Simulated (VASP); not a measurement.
Here is a VASP 6.6.1 calculation.

File INCAR:

```
  PREC = Accurate
  ENCUT = 520
  EDIFF = 1E-6
  ISMEAR = 0
  SIGMA = 0.05
  LREAL = F
  LASPH = T
  NELM = 60
  ALGO = Normal
  ISIF = 2
  LWAVE = F
  LCHARG = F
  GGA = PS
  NBANDS = 15
```

The input KPOINTS:

```
Automatic mesh
0
Gamma
  6 6 6
```

Contents of POSCAR:

```
RbBr
1.0
    0.0000000000      3.4275000000      3.4275000000
    3.4275000000      0.0000000000      3.4275000000
    3.4275000000      3.4275000000      0.0000000000
Rb Br
1 1
Direct
    0.0000000000      0.0000000000      0.0000000000
    0.5000000000      0.5000000000      0.3687089716
```

Potentials or basis: VASP PAW PBE potentials, release 64 (Rb_sv, Br).

Launch:

```sh
$ cat potpaw_PBE.64/Rb_sv/POTCAR potpaw_PBE.64/Br/POTCAR > POTCAR
$ mpirun -np 1 vasp_std > vasp.out
```

Problem. What does it give for the largest force?

Solution. 0.902 eV/Å.

Problem. Estimate the pressure.

Solution. 2.0 GPa.

Problem. What does it give for the band gap on the k mesh?

Solution. 4.29 eV, direct.

Forces in eV/Å, atoms in the order of the input:
```
Rb  -0.638 -0.638  0.000
Br   0.638  0.638  0.000
```

Caveat: the cell differs from its parent crystal (atom 2 (Br) moved by (-0.450, -0.450) A along x and y); the PAW data sets were made with another functional, which shifts forces and pressure a little.
